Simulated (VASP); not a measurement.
# Ru (P6_3/mmc) in VASP: vibrations by perturbation theory with LDA

Aim: the vibrations by perturbation theory of Ru with LDA.

All numbers are computed with VASP 6.6.1; they aren't measurements. Logs are shortened: lines on timing, memory, paths and dates and some standing lists are left out, and cuts for length are marked.

## Step 1: The cell of the first run

The structure is hexagonal, space group P6_3/mmc (No. 194). Conventional cell: a = 2.676 Å, b = 2.676 Å, c = 4.226 Å, α = 90.00°, β = 90.00°, γ = 120.00°. Ru (site symmetry -6m2) has 12 Ru at 2.62 to 2.68 Å within 3.5 Å.

## Step 2: Vibrations by perturbation theory, LDA

Contents of INCAR:

```
PREC = Accurate
ENCUT = 520
EDIFF = 1E-8
ISMEAR = -1
SIGMA = 0.15
LREAL = F
LASPH = T
NELM = 80
ALGO = Normal
ISIF = 2
LWAVE = F
LCHARG = T
GGA = CA
IBRION = 8
NSW = 1
```

Contents of KPOINTS:

```
Automatic mesh
0
Gamma
  15 15 8
```

Contents of POSCAR:

```
Ru
1.0
    2.6759343850      0.0000000000      0.0000000000
   -1.3379671925      2.3174271563      0.0000000000
    0.0000000000      0.0000000000      4.2262149603
Ru
2
Direct
    0.3333333333      0.6666666667      0.2500000000
    0.6666666667      0.3333333333      0.7500000000
```

Potentials or basis: VASP PAW LDA potentials, release 64 (Ru_pv).

The run is started by

```sh
cat potpaw_LDA.64/Ru_pv/POTCAR > POTCAR
mpirun -np 1 vasp_std > vasp.out
```

OUTCAR:

```text
PREC = Accurate
   ENCUT = 520
   EDIFF = 1E-8
   ISMEAR = -1
   LREAL = F
   LASPH = T
   NELM = 80
   ISIF = 2
   GGA = CA
   IBRION = 8
   NSW = 1

 ion  position               nearest neighbor table
   1  0.333  0.667  0.250-   2 2.62   2 2.62   2 2.62   2 2.62   2 2.62   2 2.62
   2  0.667  0.333  0.750-   1 2.62   1 2.62   1 2.62   1 2.62   1 2.62   1 2.62

  LATTYP: Found a hexagonal cell.
 ALAT       =     2.6759343850
 C/A-ratio  =     1.5793417746

  Lattice vectors:

 A1 = (   2.6759343850,   0.0000000000,   0.0000000000)
 A2 = (  -1.3379671925,   2.3174271563,   0.0000000000)
 A3 = (   0.0000000000,   0.0000000000,   4.2262149603)

Analysis of symmetry for initial positions (statically):
=====================================================================
 Subroutine PRICEL returns:
 Original cell was already a primitive cell.

 Routine SETGRP: Setting up the symmetry group for a
 hexagonal supercell.

 Subroutine GETGRP returns: Found 24 space group operations
 (whereof 12 operations were pure point group operations)
 out of a pool of 24 trial point group operations.

The static configuration has the point symmetry D_3d.
 The point group associated with its full space group is D_6h.

Analysis of symmetry for dynamics (positions and initial velocities):
=====================================================================
 Subroutine PRICEL returns:
 Original cell was already a primitive cell.

 Routine SETGRP: Setting up the symmetry group for a
 hexagonal supercell.

 Subroutine GETGRP returns: Found 24 space group operations
 (whereof 12 operations were pure point group operations)
 out of a pool of 24 trial point group operations.

The dynamic configuration has the point symmetry D_3d.
 The point group associated with its full space group is D_6h.

 Subroutine INISYM returns: Found 24 space group operations
 (whereof 12 operations are pure point group operations),
 and found     1 'primitive' translations
[... 674 lines left out ...]
    -1.337967193  2.317427156  0.000000000     0.000000000  0.431513024  0.000000000
     0.000000000  0.000000000  4.226214960     0.000000000  0.000000000  0.236618347

 POSITION                                       TOTAL-FORCE (eV/Angst)
 -----------------------------------------------------------------------------------
     -0.00000      1.54495      1.05655         0.000000     -0.000000      0.000000
      1.33797      0.77248      3.16966        -0.000000      0.000000      0.000000
 -----------------------------------------------------------------------------------
    total drift:                               -0.000000      0.000000     -0.000000

  FREE ENERGIE OF THE ION-ELECTRON SYSTEM (eV)
  ---------------------------------------------------
  free  energy   TOTEN  =       -21.4509455583 eV

  energy  without entropy=      -21.3370967049  energy(sigma->0) =      -21.39402113

[... ionic steps 2 to 3 ...]

--------------------------------------- Ionic step        4  -------------------------------------------

------------------------ aborting loop because EDIFF is reached ----------------------------------------

[... ionic steps 5 to 5 ...]

--------------------------------------- Ionic step        6  -------------------------------------------

 Free energy of the ion-electron system (eV)
  ---------------------------------------------------
  ---------------------------------------------------
  free energy    TOTEN  =        -0.73402037 eV

  energy without entropy =       -0.73402037

------------------------ aborting loop because EDIFF is reached ----------------------------------------

 INTERNAL STRAIN TENSOR  FOR ION    1  DIRECTION 3   (eV/Angst):
 -----------------------------------------------------------------------------
    -0.07837  0.00000 -0.00000
     0.00000 -0.07837 -0.00000
     0.00000  0.00000  0.16281

 INTERNAL STRAIN TENSOR FOR ION    2 for displacements in x,y,z  (eV/Angst):
          X           Y           Z          XY          YZ          ZX
  --------------------------------------------------------------------------------
  x     0.00000     0.00000     0.00000     3.30102     0.00000     0.00000
  y     3.30102    -3.30102     0.00000     0.00000     0.00000     0.00000
  z    -0.00000    -0.00000    -0.00000     0.00000    -0.00000     0.00000

 SECOND DERIVATIVES (NOT SYMMETRIZED)
 ------------------------------------
               1X          1Y          1Z          2X          2Y          2Z
  1X    -7.703133   -0.000000    0.000000    7.703133    0.000000    0.000000
  1Y    -0.000000   -7.703133    0.000000    0.000000    7.703133    0.000000
  1Z    -0.000000   -0.000000  -13.869591    0.000000    0.000000   13.869591
  2X     7.703133    0.000000    0.000000   -7.703133   -0.000000    0.000000
  2Y     0.000000    7.703133    0.000000   -0.000000   -7.703133    0.000000
  2Z     0.000000    0.000000   13.869591   -0.000000   -0.000000  -13.869591

 Eigenvectors and eigenvalues of the dynamical matrix
 ----------------------------------------------------

   1 f  =    8.190048 THz    51.459587 2PiTHz  273.190581 cm-1    33.871300 meV
             X         Y         Z           dx          dy          dz
     -0.000000  1.544951  1.056554     0.000000    0.000000    0.707107
      1.337967  0.772476  3.169661    -0.000000   -0.000000   -0.707107
[... 11 lines left out ...]
   4 f  =    0.000000 THz     0.000001 2PiTHz    0.000003 cm-1     0.000000 meV
             X         Y         Z           dx          dy          dz
     -0.000000  1.544951  1.056554     0.227399   -0.651406    0.154787
      1.337967  0.772476  3.169661     0.227399   -0.651406    0.154787

   5 f/i=    0.000000 THz     0.000000 2PiTHz    0.000001 cm-1     0.000000 meV
             X         Y         Z           dx          dy          dz
     -0.000000  1.544951  1.056554    -0.669093   -0.215087    0.077800
      1.337967  0.772476  3.169661    -0.669093   -0.215087    0.077800

   6 f/i=    0.000000 THz     0.000001 2PiTHz    0.000004 cm-1     0.000000 meV
             X         Y         Z           dx          dy          dz
     -0.000000  1.544951  1.056554     0.024588    0.171486    0.685557
      1.337967  0.772476  3.169661     0.024588    0.171486    0.685557

--------------------------------------------------------------------------------------------------------

 ELASTIC MODULI CONTR FROM IONIC RELAXATION (kBar)
 Direction    XX          YY          ZZ          XY          YZ          ZX
 --------------------------------------------------------------------------------
 XX         -86.4780     86.4780     -0.0000     -0.0000     -0.0000      0.0000
 YY          86.4780    -86.4780     -0.0000      0.0000     -0.0000      0.0000
 ZZ          -0.0000     -0.0000     -0.0000     -0.0000     -0.0000      0.0000
 XY          -0.0000      0.0000     -0.0000    -86.4780     -0.0000      0.0000
 YZ          -0.0000     -0.0000     -0.0000     -0.0000     -0.0000      0.0000
 ZX           0.0000      0.0000      0.0000      0.0000      0.0000      0.0000
 --------------------------------------------------------------------------------
```

OSZICAR:

```text
N       E                     dE             d eps       ncg     rms          rms(c)
DAV:   1     0.285543357207E+03    0.28554E+03   -0.18099E+04  4860   0.174E+03
DAV:   2    -0.160170244640E+02   -0.30156E+03   -0.29597E+03  5180   0.499E+02
DAV:   3    -0.228198565134E+02   -0.68028E+01   -0.66055E+01  5060   0.804E+01
DAV:   4    -0.228951834936E+02   -0.75327E-01   -0.75188E-01  6078   0.728E+00
[... 63 lines left out ...]
RMM:  20    -0.734020392315E+00    0.33436E-07   -0.49907E-07  5407   0.108E-04    0.325E-06
RMM:  21    -0.734020385955E+00    0.63594E-08   -0.39009E-07  6130   0.105E-04    0.338E-06
RMM:  22    -0.734020376169E+00    0.97867E-08   -0.21582E-07  8623   0.104E-04    0.234E-06
RMM:  23    -0.734020373184E+00    0.29842E-08   -0.17179E-07  4480   0.101E-04    0.204E-06
RMM:  24    -0.734020365679E+00    0.75049E-08   -0.91977E-08  4117   0.999E-05    0.212E-06
 Linear response finished
```

stdout:

```text
POSCAR found type information on POSCAR Ru
 POSCAR found :  1 types and       2 ions
 scaLAPACK will be used
 LDA part: xc-table for (Slater(with rela. corr.)+CA(PZ))
 , standard interpolation
 POSCAR, INCAR and KPOINTS ok, starting setup
 FFT: planning ... GRIDC
 FFT: planning ... GRID_SOFT
 FFT: planning ... GRID
 WAVECAR not read
[... 13 lines left out ...]
|                                                                             |
 -----------------------------------------------------------------------------

 Linear response reoptimize wavefunctions to high precision
 Linear response DOF=           2
 Linear response progress:
 first order change of Fermi-energy  -0.43316E-05
 force on displaced ion       1 direction 1 :  -7.703   0.001   0.000
 Linear response progress:
 first order change of Fermi-energy   0.11819E-03
 force on displaced ion       1 direction 3 :   0.000   0.000 -13.870
 Linear response finished
```

Wall time 5.4 min (1 thread of Intel Xeon 6975P-C (Granite Rapids), shared host); peak memory 0.56 GiB.

What came out:

* Highest phonon frequency at Γ: 273 cm⁻¹

Phonon frequencies in cm⁻¹ (negative: imaginary):
| q point | frequencies |
| --- | --- |
| (0.000, 0.000, 0.000) | 0 0 0 204 204 273 |
